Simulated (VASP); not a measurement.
# BeTe (F-43m) in VASP: notebook, part 2 of 2

VASP 6.6.1. Earlier steps stand in the parts before.

### 4 Single point, PBE0

This run uses another cell than the first one, of 20.40 Å³/atom.

The input, POSCAR:

```
BeTe
1.0
    0.0000000000      2.7325629784      2.7325629784
    2.7325629784      0.0000000000      2.7325629784
    2.7325629784      2.7325629784      0.0000000000
Te Be
1 1
Direct
    0.7500000000      0.7500000000      0.7500000000
    0.0000000000      0.0000000000      0.0000000000
```

The input, INCAR.step1:

```
PREC = Accurate
ENCUT = 520
EDIFF = 1E-5
ISMEAR = -1
SIGMA = 0.05
LREAL = False
LASPH = True
NELM = 60
ALGO = Normal
ISIF = 2
LWAVE = True
NBANDS = 11
GGA = PE
```

The input, INCAR.step2:

```
PREC = Accurate
ENCUT = 520
EDIFF = 1E-7
ISMEAR = -1
SIGMA = 0.05
LREAL = False
LASPH = True
NELM = 60
ALGO = Normal
ISIF = 2
LWAVE = False
LCHARG = True
GGA = PE
LHFCALC = True
AEXX = 0.25
PRECFOCK = Normal
LELF = True
LVHAR = True
NBANDS = 11
ISTART = 1
```

The input, KPOINTS:

```
regular mesh
0
Gamma
  6 6 6
```

Potentials or basis: VASP PAW PBE potentials, release 64 (Te, Be).

The run is started by

```sh
$ cat potpaw_PBE.64/Te/POTCAR potpaw_PBE.64/Be/POTCAR > POTCAR
$ cp INCAR.step1 INCAR
$ mpirun -np 1 vasp_std > vasp.out
$ cp INCAR.step2 INCAR
$ mpirun -np 1 vasp_std > vasp.out
```

OUTCAR:

```text
PREC = Accurate
   ENCUT = 520
   EDIFF = 1E-7
   ISMEAR = -1
   LREAL = False
   LASPH = True
   NELM = 60
   ISIF = 2
   GGA = PE
   LHFCALC = True
   AEXX = 0.25
   PRECFOCK = Normal
   ISTART = 1

 ion  position               nearest neighbor table
   1  0.750  0.750  0.750-   2 2.37   2 2.37   2 2.37   2 2.37
   2  0.000  0.000  0.000-   1 2.37   1 2.37   1 2.37   1 2.37

  LATTYP: Found a face centered cubic cell.
 ALAT       =     5.4651259568

  Lattice vectors:

 A1 = (   0.0000000000,   2.7325629784,   2.7325629784)
 A2 = (   2.7325629784,   0.0000000000,   2.7325629784)
 A3 = (   2.7325629784,   2.7325629784,   0.0000000000)

Analysis of symmetry for initial positions (statically):
=====================================================================
 Subroutine PRICEL returns:
 Original cell was already a primitive cell.

 Routine SETGRP: Setting up the symmetry group for a
 face centered cubic supercell.

 Subroutine GETGRP returns: Found 24 space group operations
 (whereof 24 operations were pure point group operations)
[... 169 lines left out ...]

 k-point     1 :       0.0000    0.0000    0.0000
  band No.  band energies     occupation
      1      -8.8763      2.00000
      2       5.3472      2.00000
      3       5.3472      2.00000
      4       5.3472      2.00000
      5      10.4099      0.00000
      6      10.4099      0.00000
      7      10.4099      0.00000
      8      11.3159      0.00000
      9      15.5797      0.00000
     10      17.5615      0.00000
     11      17.5615      0.00000
[... 197 lines left out ...]
 k-point    16 :      -0.3333    0.5000    0.1667
  band No.  band energies     occupation
      1      -6.3863      2.00000
      2      -0.5296      2.00000
      3       1.1152      2.00000
      4       1.4816      2.00000
      5      10.4644      0.00000
      6      11.1164      0.00000
      7      14.8004      0.00000
      8      15.1619      0.00000
      9      18.7982      0.00000
     10      19.9094      0.00000
     11      20.6609      0.00000

------------------------ aborting loop because EDIFF is reached ----------------------------------------

  FORCE on cell =-STRESS in cart. coord.  units (eV):
  Direction    XX          YY          ZZ          XY          YZ          ZX
  --------------------------------------------------------------------------------------
  -------------------------------------------------------------------------------------
  Total        1.6226106      1.6226106      1.6226106      0.0000000      0.0000000      0.0000000
  in kB       63.7065887     63.7065887     63.7065887      0.0000000      0.0000000      0.0000000
  external PRESSURE =      63.7065887 kB  Pullay stress =       0.0000000 kB

 VOLUME and BASIS-vectors are now :
 -----------------------------------------------------------------------------
  energy-cutoff  :      520.00
  volume of cell :       40.81
      direct lattice vectors                 reciprocal lattice vectors
     0.000000000  2.732562978  2.732562978    -0.182978399  0.182978399  0.182978399
     2.732562978  0.000000000  2.732562978     0.182978399 -0.182978399  0.182978399
     2.732562978  2.732562978  0.000000000     0.182978399  0.182978399 -0.182978399

 POSITION                                       TOTAL-FORCE (eV/Angst)
 -----------------------------------------------------------------------------------
      4.09884      4.09884      4.09884        -0.000000     -0.000000     -0.000000
      0.00000      0.00000      0.00000         0.000000      0.000000      0.000000
 -----------------------------------------------------------------------------------
    total drift:                               -0.000000     -0.000000     -0.000000

  FREE ENERGIE OF THE ION-ELECTRON SYSTEM (eV)
  ---------------------------------------------------
  free  energy   TOTEN  =        -9.2722863276 eV

  energy  without entropy=       -9.2722863276  energy(sigma->0) =       -9.27228633
```

OUTCAR.step1:

```text
PREC = Accurate
   ENCUT = 520
   EDIFF = 1E-5
   ISMEAR = -1
   LREAL = False
[... 435 lines left out ...]
      4.09884      4.09884      4.09884         0.000000     -0.000000      0.000000
      0.00000      0.00000      0.00000        -0.000000      0.000000     -0.000000
 -----------------------------------------------------------------------------------
    total drift:                               -0.000000     -0.000000     -0.000000

  FREE ENERGIE OF THE ION-ELECTRON SYSTEM (eV)
  ---------------------------------------------------
  free  energy   TOTEN  =        -7.5138838001 eV

  energy  without entropy=       -7.5138837985  energy(sigma->0) =       -7.51388380
```

OSZICAR.step1:

```text
N       E                     dE             d eps       ncg     rms          rms(c)
DAV:   1     0.186434560946E+02    0.18643E+02   -0.34175E+03   352   0.587E+02
DAV:   2    -0.663938588857E+01   -0.25283E+02   -0.23545E+02   443   0.927E+01
DAV:   3    -0.771953196536E+01   -0.10801E+01   -0.10782E+01   487   0.200E+01
DAV:   4    -0.772864195830E+01   -0.91100E-02   -0.91093E-02   406   0.205E+00
DAV:   5    -0.772881905255E+01   -0.17709E-03   -0.17709E-03   453   0.288E-01    0.473E+00
DAV:   6    -0.755984908605E+01    0.16897E+00   -0.21303E-01   412   0.195E+00    0.280E+00
DAV:   7    -0.751319562887E+01    0.46653E-01   -0.14676E-01   431   0.170E+00    0.629E-01
DAV:   8    -0.751356134022E+01   -0.36571E-03   -0.80550E-03   409   0.532E-01    0.100E-01
DAV:   9    -0.751382363243E+01   -0.26229E-03   -0.42420E-04   400   0.122E-01    0.387E-02
DAV:  10    -0.751388307225E+01   -0.59440E-04   -0.81068E-05   408   0.469E-02    0.184E-02
DAV:  11    -0.751388380005E+01   -0.72781E-06   -0.28068E-06   294   0.951E-03
   1 F= -.75138838E+01 E0= -.75138838E+01  d E =-.151534E-08
```

It took 37 min on 1 thread of Intel Xeon 8259CL, shared host; peak memory 0.2 GiB.

Results:

* Free energy: -9.2723 eV
* Pressure: 6.4 GPa
* Band gap on the k mesh: 3.06 eV (least direct gap 5.06 eV)

Levels at points of the mesh, in eV from the valence-band top:
```
           k point  band 1  band 2  band 3  band 4  band 5  band 6  band 7  band 8  band 9
(0.00, 0.00, 0.00)  -14.22    0.00    0.00    0.00    5.06    5.06    5.06    5.97   10.23
(0.50, 0.00, 0.00)  -12.44   -6.86   -1.42   -1.42    4.77    6.12    6.12    9.50   13.28
(0.50, 0.50, 0.00)  -11.77   -6.30   -3.31   -3.31    3.06    3.92   12.43   12.43   14.17
```

Caveat: the cell stands under pressure; the PAW data sets were made with another functional, which shifts forces and pressure a little; spin-orbit coupling is left out, which moves the levels of the heavy elements.

### 5 Single point, PBE0

This run uses another cell than the first one, of 20.83 Å³/atom.

The input, POSCAR:

```
BeTe
1.0
    0.0000000000      2.7514088358      2.7514088358
    2.7514088358      0.0000000000      2.7514088358
    2.7514088358      2.7514088358      0.0000000000
Te Be
1 1
Direct
    0.7500000000      0.7500000000      0.7500000000
    0.0000000000      0.0000000000      0.0000000000
```

The input, INCAR.step1:

```
SYSTEM = BeTe
PREC = Accurate ; ENCUT = 520
EDIFF = 1E-5 ; ISMEAR = -1
SIGMA = 0.05 ; LREAL = .FALSE.
LASPH = .TRUE. ; NELM = 80
ALGO = Normal ; ISIF = 2
LWAVE = .TRUE. ; LCHARG = .FALSE.
NBANDS = 11 ; GGA = PE
```

The input, INCAR.step2:

```
SYSTEM = BeTe
PREC = Accurate ; ENCUT = 520
EDIFF = 1E-6 ; ISMEAR = -1
SIGMA = 0.05 ; LREAL = .FALSE.
LASPH = .TRUE. ; NELM = 80
ALGO = Normal ; ISIF = 2
LWAVE = .FALSE. ; LCHARG = .FALSE.
GGA = PE ; LHFCALC = .TRUE.
AEXX = 0.25 ; PRECFOCK = Normal
NBANDS = 11 ; ISTART = 1
```

The input, KPOINTS:

```
Automatic mesh
0
G
  6 6 6
  0 0 0
```

The run is started by

```sh
$ cat potpaw_PBE.64/Te/POTCAR potpaw_PBE.64/Be/POTCAR > POTCAR
$ cp INCAR.step1 INCAR
$ mpirun -np 1 vasp_std > vasp.out
$ cp INCAR.step2 INCAR
$ mpirun -np 1 vasp_std > vasp.out
```

It took 24 min on 1 thread of Intel Xeon 8259CL, shared host; peak memory 0.2 GiB.

The run converged. Its results:

```yaml
Free_energy: -9.3015 eV
Pressure: 4.7 GPa
Band_gap_on_the_k_mesh: 3.12 eV (least direct gap 5.09 eV)
```

Levels at points of the mesh, in eV from the valence-band top:
| k point | band 1 | band 2 | band 3 | band 4 | band 5 | band 6 | band 7 | band 8 | band 9 |
| --- | --- | --- | --- | --- | --- | --- | --- | --- | --- |
| (0.00, 0.00, 0.00) | -14.06 | 0.00 | 0.00 | 0.00 | 5.09 | 5.09 | 5.09 | 5.81 | 10.20 |
| (0.50, 0.00, 0.00) | -12.34 | -6.71 | -1.38 | -1.38 | 4.71 | 6.13 | 6.13 | 9.51 | 13.18 |
| (0.50, 0.50, 0.00) | -11.70 | -6.17 | -3.22 | -3.22 | 3.12 | 3.95 | 12.29 | 12.29 | 14.04 |

Caveat: the cell stands under pressure; the PAW data sets were made with another functional, which shifts forces and pressure a little; spin-orbit coupling is left out, which moves the levels of the heavy elements. A k mesh can miss the band edges.

### 6 Single point, PBE0

The input, POSCAR:

```
BeTe
1.0
    0.0000000000      2.7700000000      2.7700000000
    2.7700000000      0.0000000000      2.7700000000
    2.7700000000      2.7700000000      0.0000000000
Te Be
1 1
Direct
    0.7500000000      0.7500000000      0.7500000000
    0.0000000000      0.0000000000      0.0000000000
```

The input, INCAR.step1:

```
SYSTEM = BeTe
PREC     = Accurate       ! precision mode
ENCUT    = 520            ! plane-wave cutoff, eV
EDIFF    = 1E-5           ! SCF threshold, eV
ISMEAR   = -1             ! smearing method
SIGMA    = 0.05           ! smearing width, eV
LREAL    = .FALSE.        ! projectors in reciprocal space
LASPH    = .TRUE.         ! aspherical terms in the spheres
NELM     = 80             ! most SCF steps
ALGO     = Normal         ! electronic algorithm
ISIF     = 2              ! what is computed and relaxed
LWAVE    = .TRUE.         ! write WAVECAR
LCHARG   = .FALSE.        ! write CHGCAR
NBANDS   = 11             ! bands
GGA      = PE             ! functional
```

The input, INCAR.step2:

```
SYSTEM = BeTe
PREC     = Accurate       ! precision mode
ENCUT    = 520            ! plane-wave cutoff, eV
EDIFF    = 1E-6           ! SCF threshold, eV
ISMEAR   = -1             ! smearing method
SIGMA    = 0.05           ! smearing width, eV
LREAL    = .FALSE.        ! projectors in reciprocal space
LASPH    = .TRUE.         ! aspherical terms in the spheres
NELM     = 80             ! most SCF steps
ALGO     = Normal         ! electronic algorithm
ISIF     = 2              ! what is computed and relaxed
LWAVE    = .FALSE.        ! write WAVECAR
LCHARG   = .FALSE.        ! write CHGCAR
GGA      = PE             ! functional
LHFCALC  = .TRUE.         ! exact exchange
AEXX     = 0.25           ! exact-exchange fraction
PRECFOCK = Normal       
NBANDS   = 11             ! bands
ISTART   = 1
```

KPOINTS is that of step 5.

Potentials or basis: VASP PAW PBE potentials, release 64 (Te, Be).

The run is started by

```sh
$ cat potpaw_PBE.64/Te/POTCAR potpaw_PBE.64/Be/POTCAR > POTCAR
$ cp INCAR.step1 INCAR
$ mpirun -np 1 vasp_std > vasp.out
$ cp INCAR.step2 INCAR
$ mpirun -np 1 vasp_std > vasp.out
```

Wall time 21 min (1 thread of Intel Xeon 8259CL, shared host); peak memory 0.2 GiB.

Results (log left out):

- Free energy: -9.3222 eV
- Pressure: 3.1 GPa
- Band gap on the k mesh: 3.18 eV (least direct gap 5.11 eV)

Levels at points of the mesh, in eV from the valence-band top:
| k point | band 1 | band 2 | band 3 | band 4 | band 5 | band 6 | band 7 | band 8 |
| --- | --- | --- | --- | --- | --- | --- | --- | --- |
| (0.00, 0.00, 0.00) | -13.90 | 0.00 | 0.00 | 0.00 | 5.11 | 5.11 | 5.11 | 5.65 |
| (0.50, 0.00, 0.00) | -12.24 | -6.55 | -1.34 | -1.34 | 4.65 | 6.15 | 6.15 | 9.52 |
| (0.50, 0.50, 0.00) | -11.62 | -6.04 | -3.13 | -3.13 | 3.18 | 3.99 | 12.16 | 12.16 |

Caveat: the cell stands under pressure; the PAW data sets were made with another functional, which shifts forces and pressure a little; spin-orbit coupling is left out, which moves the levels of the heavy elements. A k mesh can miss the band edges.

### 7 Summary

```csv
level,cell,k mesh,cutoff (eV),smearing,grid for exact exchange (PRECFOCK),screening parameter,dipole correction,gap on the mesh (eV),pressure (GPa)
HSE06,"a = 3.917 Å, angles 60.0°, 2 atoms",4 × 4 × 4,450,gaussian 0.02 eV,Fast,0.2 1/Å,-,2.54,3.6
PBE0,"a = 3.837 Å, angles 60.0°, 2 atoms",6 × 6 × 6,520,fermi-dirac 0.05 eV,Normal,-,no,2.99,8.2
PBE0,"a = 3.864 Å, angles 60.0°, 2 atoms",6 × 6 × 6,520,fermi-dirac 0.05 eV,Normal,-,no,3.06,6.4
PBE0,"a = 3.891 Å, angles 60.0°, 2 atoms",6 × 6 × 6,520,fermi-dirac 0.05 eV,Normal,-,no,3.12,4.7
PBE0,"a = 3.917 Å, angles 60.0°, 2 atoms",6 × 6 × 6,520,fermi-dirac 0.05 eV,Normal,-,no,3.18,3.1
```

Alike in all rows: task single point; potentials or basis VASP PAW PBE potentials, release 64 (Te, Be); no spin polarisation.

Caveats: some runs use coarse meshes; the PAW data sets were made with another functional, which shifts forces and pressure a little; spin-orbit coupling is left out, which moves the levels of the heavy elements; the cell stands under pressure (at least some runs).

Total energies depend on the potentials used, so only differences within one code and one set of settings carry meaning.
